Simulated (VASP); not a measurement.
Runs of VASP 6.6.1 on Te. The structure is that of space group R-3m (No. 166), or close to it. The cells are those of the table. 

| cell | gap on the mesh (eV) | pressure (GPa) |
| --- | --- | --- |
| a = 3.233 Å, angles 93.6°, 1 atom | none | -1.6 |
| a = 3.202 Å, angles 92.7°, 1 atom | none | (a) |
| a = 3.229 Å, angles 87.6°, 1 atom | none | -1.4 |
| a = 3.257 Å, angles 87.6°, 1 atom | none | -2.4 |
| a = 3.261 Å, angles 93.6°, 1 atom | none | (b) |

Alike in all rows: task single point; level PBE; potentials or basis VASP PAW PBE potentials, release 64 (Te); no spin polarisation; k mesh 15 × 15 × 15; cutoff (eV) 520; smearing gaussian 0.15 eV.

Q: Estimate the missing entries.

A: (a) -0.2; (b) -2.6.

Caveats: spin-orbit coupling is left out, which moves the levels of the heavy elements.

A k mesh can miss the band edges, and the runs leave out spin-orbit coupling on Te.

A gap of «none» marks levels without a gap at the run's occupations.
